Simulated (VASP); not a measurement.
Wanted: the native input for a VASP 6.6.1 run.

* Task: single point
* Functional: PBEsol
* Potentials or basis: VASP PAW PBE potentials, release 64 (Ti_sv)
* Cutoff: 520 eV
* k mesh: 12 × 12 × 14
* Occupations: gaussian, width 0.15 eV
* Spin: no spin polarisation
* Dipole correction: no
* Further INCAR settings: ALGO = Fast; EDIFF = 1e-06; NBANDS = 25

The structure of Ti lies in POSCAR:

```
Ti
1.0
    4.4878000000      0.0000000000      0.0000000000
   -2.2439000000      3.8865488071      0.0000000000
    0.0000000000      0.0000000000      2.5297000000
Ti
3
Direct
    0.0000000000      0.0000000000      0.0000000000
    0.3333333333      0.6666666667      0.5000000000
    0.6666666667      0.3333333333      0.5000000000
```

This isn't the form of Ti at room conditions, which is hcp.

One way to write it, as run:

INCAR

```
PREC = Accurate
ENCUT = 520
EDIFF = 1E-6
ISMEAR = 0
SIGMA = 0.15
LREAL = False
LASPH = True
NELM = 80
ALGO = Fast
ISIF = 2
LWAVE = False
LCHARG = False
GGA = PS
NBANDS = 25
```

KPOINTS

```
Automatic mesh
0
Gamma
  12 12 14
```

Potentials or basis: VASP PAW PBE potentials, release 64 (Ti_sv).

Command:

```console
$ cat potpaw_PBE.64/Ti_sv/POTCAR > POTCAR
$ mpirun -np 1 vasp_std > vasp.out
```

It gave:

* Pressure: 16.8 GPa
* Band gap on the k mesh: zero (bands 18 and 19 overlap by 0.50 eV)

Caveat: the stress differs along the axes, from 11 to 29 GPa; the PAW data sets were made with another functional, which shifts forces and pressure a little.

It took 13 min on 1 thread of AMD EPYC 7R13 (shared host), peak memory 0.23 GiB.
